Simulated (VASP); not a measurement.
# TaN (P-6m2) in VASP: a series of runs

The runs below take TaN through single point, with PBEsol.

Program: VASP 6.6.1. These are calculated values, not measurements. Logs are shortened: lines on timing, memory, paths and dates and some standing lists are left out, and cuts for length are marked.

**1. The cell of the first run**

The structure is hexagonal, space group P-6m2 (No. 187). The conventional cell has a = 2.778 Å, b = 2.778 Å, c = 2.942 Å, α = 90.00°, β = 90.00°, γ = 120.00°. Ta (site symmetry -6m2) has 6 N at 2.18 Å and 6 Ta at 2.78 Å within 2.9 Å. N (site symmetry -6m2) has 6 Ta at 2.18 Å and 6 N at 2.78 Å within 2.9 Å.

**2. Single point, PBEsol**

The input, INCAR:

```
SYSTEM = TaN
PREC = Accurate ; ENCUT = 520
EDIFF = 1E-6 ; ISMEAR = 0
SIGMA = 0.15 ; LREAL = .False.
LASPH = .True. ; NELM = 100
ALGO = Normal ; ISIF = 2
LWAVE = .False. ; LCHARG = .False.
GGA = PS ; NBANDS = 15
```

The input, KPOINTS:

```
Automatic mesh
0
Gamma
  18 18 16
  0 0 0
```

The input, POSCAR:

```
TaN
1.0
    2.7778000000      0.0000000000      0.0000000000
   -1.3889000000      2.4056453666      0.0000000000
    0.0000000000      0.0000000000      2.9425000000
Ta N
1 1
Direct
    0.3333333333      0.6666666667      0.5000000000
    0.0000000000      0.0000000000      0.0000000000
```

Potentials or basis: VASP PAW PBE potentials, release 64 (Ta_pv, N).

Command:

```sh
$ cat potpaw_PBE.64/Ta_pv/POTCAR potpaw_PBE.64/N/POTCAR > POTCAR
$ mpirun -np 1 vasp_std > vasp.out
```

OUTCAR:

```text
SYSTEM = TaN
   PREC = Accurate
   ENCUT = 520
   EDIFF = 1E-6
   ISMEAR = 0
   LREAL = .False.
   LASPH = .True.
   NELM = 100
   ISIF = 2
   GGA = PS

 ion  position               nearest neighbor table
   1  0.333  0.667  0.500-   2 2.18   2 2.18   2 2.18   2 2.18   2 2.18   2 2.18
   2  0.000  0.000  0.000-   1 2.18   1 2.18   1 2.18   1 2.18   1 2.18   1 2.18

  LATTYP: Found a hexagonal cell.
 ALAT       =     2.7778000000
 C/A-ratio  =     1.0592915257

  Lattice vectors:

 A1 = (   2.7778000000,   0.0000000000,   0.0000000000)
 A2 = (  -1.3889000000,   2.4056453666,   0.0000000000)
 A3 = (   0.0000000000,   0.0000000000,   2.9425000000)

Analysis of symmetry for initial positions (statically):
=====================================================================
 Subroutine PRICEL returns:
 Original cell was already a primitive cell.

 Routine SETGRP: Setting up the symmetry group for a
 hexagonal supercell.

 Subroutine GETGRP returns: Found 12 space group operations
 (whereof 12 operations were pure point group operations)
 out of a pool of 24 trial point group operations.

The static configuration has the point symmetry D_3h.

Analysis of symmetry for dynamics (positions and initial velocities):
=====================================================================
 Subroutine PRICEL returns:
 Original cell was already a primitive cell.

 Routine SETGRP: Setting up the symmetry group for a
 hexagonal supercell.

 Subroutine GETGRP returns: Found 12 space group operations
 (whereof 12 operations were pure point group operations)
 out of a pool of 24 trial point group operations.

The dynamic configuration has the point symmetry D_3h.

 Subroutine INISYM returns: Found 12 space group operations
 (whereof 12 operations are pure point group operations),
 and found     1 'primitive' translations

----------------------------------------------------------------------------------------

                                     Primitive cell

  volume of cell :      19.6630

  direct lattice vectors                    reciprocal lattice vectors
     2.777800000  0.000000000  0.000000000     0.359997120  0.207844434  0.000000000
    -1.388900000  2.405645367  0.000000000     0.000000000  0.415688868  0.000000000
     0.000000000  0.000000000  2.942500000     0.000000000  0.000000000  0.339847069

  length of vectors
     2.777800000  2.777800000  2.942500000     0.415688868  0.415688868  0.339847069
[... 85 lines left out ...]
   IBRION =     -1    ionic relax: 0-MD 1-quasi-New 2-CG
   NFREE  =      0    steps in history (QN), initial steepest desc. (CG)
   ISIF   =      2    stress and relaxation
   ISYM   =      2    0-nonsym 1-usesym 2-fastsym
   POTIM  = 0.5000    time-step for ionic-motion
   TEBEG  =    0.0;   TEEND  =   0.0 temperature during run
   PSTRESS=    0.0 pullay stress
   NELECT =      16.0000    total number of electrons
   NUPDOWN=      -1.0000    fix difference up-down
   EMIN   =  10.00;   EMAX   =-10.00  energy-range for DOS
   EFERMI =   0.00;   METHOD = LEGACY
   ISMEAR =     0;   SIGMA  =   0.15  broadening in eV -4-tet -1-fermi 0-gaus
   EFERMI_NEDOS =   21; number of points for ismear=-14 and -15
   IALGO  =     38    algorithm
   IMIX   =      4    mixing-type and parameters
     AMIX     =   0.40;   BMIX     =  1.00
     AMIX_MAG =   1.60;   BMIX_MAG =  1.00
  volume/ion in A,a.u.               =       9.83        66.35
  Fermi-wavevector in a.u.,A,eV,Ry     =   1.528382  2.888222 31.782535  2.335950
  Thomas-Fermi vector in A             =   2.636148
   LORBIT       =      0    0 simple, 1 ext, 2 COOP (PROOUT), +10 PAW based schemes
   GGA     = PS    functional components
   LHFCALC =     F    Hartree Fock is set to
   AEXX    =    0.0000 exact exchange contribution
   IVDW    =     0    specifies the selected vdW correction
   LEPSILON=     F    determine dielectric tensor
   LRPA    =     F    only Hartree local field effects (RPA)
 non-spin polarized calculation
 Gauss-broadening in eV      SIGMA  =   0.15
  energy-cutoff  :      520.00
  volume of cell :       19.66
 maximum number of plane-waves:       551
 NGX is ok and might be reduce to    24

 number of electron      16.0000003 magnetization

 Free energy of the ion-electron system (eV)
  ---------------------------------------------------
  ext. energy  EPLUGINS =         0.00000000
  ---------------------------------------------------
  free energy    TOTEN  =       -23.48703858 eV

  energy without entropy =      -23.48639192  energy(sigma->0) =      -23.48671525

 E-fermi :   8.9793     XC(G=0): -14.0239

 val. band max:        8.9642820683   @ k =   0.3333   0.2778   0.0000
 cond. band min:       9.0211042338   @ k =   0.0556   0.0000   0.4375
 fundamental gap:      0.0568221654
 Fermi energy:         8.9793452634

 k-point     1 :       0.0000    0.0000    0.0000
  band No.  band energies     occupation
      1     -25.6968      2.00000
      2     -25.0359      2.00000
      3     -25.0359      2.00000
      4      -9.2849      2.00000
      5       4.1119      2.00000
      6       4.7629      2.00000
      7       4.7629      2.00000
      8       5.6366      2.00000
      9      12.6186      0.00000
     10      12.6186      0.00000
     11      12.7487      0.00000
     12      13.4885      0.00000
     13      13.4885      0.00000
     14      22.5686      0.00000
[... 401 lines left out ...]
      2     -25.5416      2.00000
      3     -25.4254      2.00000
      4      -6.3696      2.00000
      5       0.5864      2.00000
      6       2.8357      2.00000
      7       4.6592      2.00000
      8       6.6978      2.00000
      9      11.0608      0.00000
     10      12.8235      0.00000
     11      14.7679      0.00000
     12      15.5681      0.00000
     13      18.9158      0.00000
     14      22.5495      0.00000
     15      22.9978      0.00000

 [... further k-points ...]
[... 5 lines left out ...]
  --------------------------------------------------------------------------------------
  -------------------------------------------------------------------------------------
  Total        6.2260730      6.2260730     -0.2098428      0.0000000      0.0000000      0.0000000
  in kB      507.3127096    507.3127095    -17.0984015      0.0000000      0.0000000      0.0000000
  external PRESSURE =     332.5090059 kB  Pullay stress =       0.0000000 kB

 VOLUME and BASIS-vectors are now :
 -----------------------------------------------------------------------------
  energy-cutoff  :      520.00
  volume of cell :       19.66
      direct lattice vectors                 reciprocal lattice vectors
     2.777800000  0.000000000  0.000000000     0.359997120  0.207844434  0.000000000
    -1.388900000  2.405645367  0.000000000     0.000000000  0.415688868  0.000000000
     0.000000000  0.000000000  2.942500000     0.000000000  0.000000000  0.339847069

 POSITION                                       TOTAL-FORCE (eV/Angst)
 -----------------------------------------------------------------------------------
     -0.00000      1.60376      1.47125        -0.000000      0.000000      0.000000
      0.00000      0.00000      0.00000         0.000000      0.000000      0.000000
 -----------------------------------------------------------------------------------
    total drift:                                0.000000     -0.000000     -0.000000

  FREE ENERGIE OF THE ION-ELECTRON SYSTEM (eV)
  ---------------------------------------------------
  free  energy   TOTEN  =       -23.4870385783 eV

  energy  without entropy=      -23.4863919238  energy(sigma->0) =      -23.48671525
```

OSZICAR:

```text
N       E                     dE             d eps       ncg     rms          rms(c)
DAV:   1     0.910683766255E+02    0.91068E+02   -0.88263E+03  9998   0.115E+03
DAV:   2    -0.230959588866E+02   -0.11416E+03   -0.10775E+03 11943   0.312E+02
DAV:   3    -0.257557888581E+02   -0.26598E+01   -0.26488E+01 11628   0.446E+01
DAV:   4    -0.257651569495E+02   -0.93681E-02   -0.93648E-02 12902   0.288E+00
DAV:   5    -0.257652022900E+02   -0.45341E-04   -0.45338E-04 11600   0.187E-01    0.281E+01
DAV:   6    -0.235880693078E+02    0.21771E+01   -0.34592E+00 12491   0.225E+01    0.124E+01
DAV:   7    -0.235212506496E+02    0.66819E-01   -0.47888E-01 10536   0.578E+00    0.808E+00
DAV:   8    -0.234915320726E+02    0.29719E-01   -0.93233E-02 12573   0.273E+00    0.139E+00
DAV:   9    -0.234871343781E+02    0.43977E-02   -0.86772E-03 11495   0.809E-01    0.184E-01
DAV:  10    -0.234870768600E+02    0.57518E-04   -0.69959E-04 12251   0.319E-01    0.714E-02
DAV:  11    -0.234870387160E+02    0.38144E-04   -0.48588E-05 11978   0.823E-02    0.796E-03
DAV:  12    -0.234870385783E+02    0.13775E-06   -0.59027E-06 10508   0.233E-02
   1 F= -.23487039E+02 E0= -.23486715E+02  d E =-.646654E-03
```

stdout:

```text
POSCAR found type information on POSCAR TaN
 POSCAR found :  2 types and       2 ions
 scaLAPACK will be used
 -----------------------------------------------------------------------------
|                                                                             |
|                                                                             |
|     You enforced a specific xc type in the INCAR file but a different       |
|     I HOPE YOU KNOW WHAT YOU ARE DOING!                                     |
|                                                                             |
 -----------------------------------------------------------------------------

 LDA part: xc-table for (Slater+PW92), standard interpolation
 POSCAR, INCAR and KPOINTS ok, starting setup
 FFT: planning ... GRIDC
 FFT: planning ... GRID_SOFT
 FFT: planning ... GRID
 WAVECAR not read
 entering main loop
```

Run time: 26 s. Hardware: 1 thread of Intel Xeon 6975P-C (Granite Rapids), shared host; peak memory 0.22 GiB.

What came out:

* Free energy: -23.4870 eV
* Pressure: 33.3 GPa
* Band gap on the k mesh: zero (band 8 reaches 9.35 eV, above the bottom of band 9 at 8.83 eV)

Stress tensor (GPa, compression positive):
```
50.73  0.00  0.00
 0.00 50.73  0.00
 0.00  0.00 -1.71
```

Caveat: the PAW data sets were made with another functional, which shifts forces and pressure a little; spin-orbit coupling is left out, which moves the levels of the heavy elements.

**3. Single point, PBEsol**

This run uses another cell than the first one, of the same volume but with other edges.

The input, INCAR:

```
PREC = Accurate ; ENCUT = 520
EDIFF = 1E-6 ; ISMEAR = 0
SIGMA = 0.15 ; LREAL = False
LASPH = True ; NELM = 100
ALGO = Normal ; ISIF = 2
LWAVE = False ; LCHARG = False
GGA = PS ; NBANDS = 15
```

The input, KPOINTS:

```
Automatic mesh
0
Gamma
  18 18 16
```

The input, POSCAR:

```
TaN
1.0
    2.8509000000      0.0000000000      0.0000000000
   -1.4254500000      2.4689518237      0.0000000000
    0.0000000000      0.0000000000      2.7990000000
Ta N
1 1
Direct
    0.3333333333      0.6666666667      0.5000000000
    0.0000000000      0.0000000000      0.0000000000
```

Potentials or basis: VASP PAW PBE potentials, release 64 (Ta_pv, N).

Command:

```sh
$ cat potpaw_PBE.64/Ta_pv/POTCAR potpaw_PBE.64/N/POTCAR > POTCAR
$ mpirun -np 1 vasp_std > vasp.out
```

It took 28 s on 1 thread of Intel Xeon 6975P-C (Granite Rapids), shared host; peak memory 0.21 GiB.

It converged, with:

| Property | Result |
| --- | --- |
| Free energy | -23.6466 eV |
| Pressure | 33.8 GPa |
| Band gap on the k mesh | zero (band 8 reaches 9.39 eV, above the bottom of band 9 at 8.92 eV) |

Stress tensor (GPa, compression positive):
```
32.46  0.00  0.00
 0.00 32.46  0.00
 0.00  0.00 36.55
```

Levels at points of the mesh, in eV from the Fermi level:
| k point | band 4 | band 5 | band 6 | band 7 | band 8 | band 9 | band 10 | band 11 | band 12 | band 13 |
| --- | --- | --- | --- | --- | --- | --- | --- | --- | --- | --- |
| (0.00, 0.00, 0.00) | -18.38 | -4.93 | -4.93 | -4.63 | -2.96 | 2.95 | 4.07 | 4.07 | 4.56 | 4.56 |
| (0.50, 0.00, 0.00) | -15.70 | -8.77 | -5.62 | -3.85 | -3.27 | 3.40 | 4.65 | 5.79 | 6.04 | 8.37 |
| (0.00, 0.00, 0.50) | -15.14 | -9.90 | -4.02 | -4.02 | -0.09 | -0.09 | 2.75 | 3.62 | 3.62 | 9.00 |
| (0.50, 0.00, 0.50) | -16.26 | -7.83 | -6.49 | -6.18 | -0.09 | 4.87 | 6.14 | 6.96 | 8.02 | 11.51 |

Caveat: the PAW data sets were made with another functional, which shifts forces and pressure a little; spin-orbit coupling is left out, which moves the levels of the heavy elements.

**4. Single point, PBEsol**

This run uses another cell than the first one, of the same volume but with other edges.

The input, INCAR:

```
SYSTEM = TaN
ALGO = Normal ; EDIFF = 1E-6
ENCUT = 520 ; GGA = PS
ISIF = 2 ; ISMEAR = 0
LASPH = .TRUE. ; LCHARG = .FALSE.
LREAL = .FALSE. ; LWAVE = .FALSE.
NBANDS = 15 ; NELM = 60
PREC = Accurate ; SIGMA = 0.15
```

The input, KPOINTS:

```
k-points
0
G
  18 18 16
  0 0 0
```

The input, POSCAR:

```
TaN
1.0
    2.8144000000      0.0000000000      0.0000000000
   -1.4072000000      2.4373418964      0.0000000000
    0.0000000000      0.0000000000      2.8707423432
Ta N
1 1
Direct
    0.3333333333      0.6666666667      0.5000000000
    0.0000000000      0.0000000000      0.0000000000
```

Command:

```sh
$ cat potpaw_PBE.64/Ta_pv/POTCAR potpaw_PBE.64/N/POTCAR > POTCAR
$ mpirun -np 1 vasp_std > vasp.out
```

Wall time 25 s (1 thread of Intel Xeon 6975P-C (Granite Rapids), shared host); peak memory 0.21 GiB.

The run converged. Its results:

```yaml
Free_energy: -23.6124 eV
Pressure: 33.0 GPa
Band_gap_on_the_k_mesh: zero (band 8 reaches 9.35 eV, above the bottom of band 9 at 8.87 eV)
```

Stress tensor (GPa, compression positive):
```
41.18  0.00  0.00
 0.00 41.18  0.00
 0.00  0.00 16.57
```

Levels at points of the mesh, in eV from the Fermi level:
```csv
k point,band 5,band 6,band 7,band 8,band 9,band 10,band 11,band 12
"(0.00, 0.00, 0.00)",-4.72,-4.57,-4.57,-3.16,3.35,3.85,3.85,4.52
"(0.50, 0.00, 0.00)",-8.71,-5.95,-3.88,-3.04,3.25,5.04,5.56,6.38
"(0.00, 0.00, 0.50)",-9.89,-3.65,-3.65,-0.12,-0.12,2.15,3.93,3.93
"(0.50, 0.00, 0.50)",-7.77,-6.53,-5.86,-0.22,4.87,6.43,6.59,8.10
```

Caveat: the PAW data sets were made with another functional, which shifts forces and pressure a little; spin-orbit coupling is left out, which moves the levels of the heavy elements.

**5. Summary**

| cell | gap on the mesh (eV) | pressure (GPa) |
| --- | --- | --- |
| a = 2.778, b = 2.778, c = 2.942 Å, angles 90.0, 90.0, 120.0°, 2 atoms | none | 33.3 |
| a = 2.851, b = 2.851, c = 2.799 Å, angles 90.0, 90.0, 120.0°, 2 atoms | none | 33.8 |
| a = 2.814, b = 2.814, c = 2.871 Å, angles 90.0, 90.0, 120.0°, 2 atoms | none | 33.0 |

Alike in all rows: task single point; level PBEsol; potentials or basis VASP PAW PBE potentials, release 64 (Ta_pv, N); no spin polarisation; k mesh 18 × 18 × 16; cutoff (eV) 520; smearing gaussian 0.15 eV.

Caveats: the PAW data sets were made with another functional, which shifts forces and pressure a little; spin-orbit coupling is left out, which moves the levels of the heavy elements.

Total energies depend on the potentials used, so only differences within one code and one set of settings carry meaning.
